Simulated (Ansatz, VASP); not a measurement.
# BaH in VASP and in Ansatz

File INCAR:

```
SYSTEM = BaH
ALGO = Normal ; EDIFF = 1E-7
EDIFFG = -0.01 ; ENCUT = 910
GGA = PE ; GGA_COMPAT = .FALSE.
IBRION = 2 ; ISIF = 3
ISMEAR = 0 ; LASPH = .TRUE.
LCHARG = .FALSE. ; LREAL = .FALSE.
LWAVE = .FALSE. ; NELM = 120
NELMIN = 4 ; NSW = 100
PREC = Accurate ; SIGMA = 0.1
```

The input KPOINTS:

```
k-points
0
G
  16 16 16
  0 0 0
```

Contents of POSCAR:

```
BaH
1.0
    3.7014107200      0.0000000000      0.0000000000
    0.0000000000      3.7014107200      0.0000000000
    0.0000000000      0.0000000000      3.7014107200
Ba H
1 1
Direct
    0.0000000000      0.0000000000      0.0000000000
    0.5000000000      0.5000000000      0.5000000000
```

Input for Ansatz:

```yaml
crystal:
  lattice:
    - [3.70141072, 0.0, 0.0]
    - [0.0, 3.70141072, 0.0]
    - [0.0, 0.0, 3.70141072]
  atoms:
    - { symbol: Ba, position: [0.0, 0.0, 0.0] }
    - { symbol: H, position: [0.5, 0.5, 0.5] }
basis:
  ecutwfc: 420
kpoints:
  mp_grid: { grid: [16, 16, 16] }
hamiltonian:
  xc: pbe
scf:
  occupations: { method: gaussian, width: 0.1 }
output:
  forces: true
  stress: true
  eigenvalues: true
relax:
  adjacent_minimum: "off"
  f_tol: 0.01
  max_steps: 80
  cell: { stress_tol: 0.05 }
```

Change from the starting cell: species swapped into the YCu type (Pm-3m, No. 221).

Alike in both runs: task relaxation of cell and atoms; functional PBE; k mesh 16 × 16 × 16; occupations gaussian, width 0.1 eV; no spin polarisation.

|  | VASP | Ansatz |
| --- | --- | --- |
| version | VASP 6.6.1 | Ansatz 0.2.0 |
| potentials or method | VASP PAW PBE potentials, release 64 (Ba_sv, H_h), cutoff 910 eV | scalar-relativistic, plane waves, PAW |
| valence electrons in the cell | 11 | 11 |

```tsv
	VASP	Ansatz	Ansatz less VASP
gap on the k mesh at the Fermi level, each at its own relaxed structure (eV)	none	none	-
relaxed volume (Å³/atom)	23.58	22.74	-0.840
relaxed length of the cell vector where the two differ most in proportion (Å)	3.613	3.569	-0.0434
```

A gap of «none» marks a metal or a gap that the smearing closes.

Neither program's run includes spin-orbit coupling.
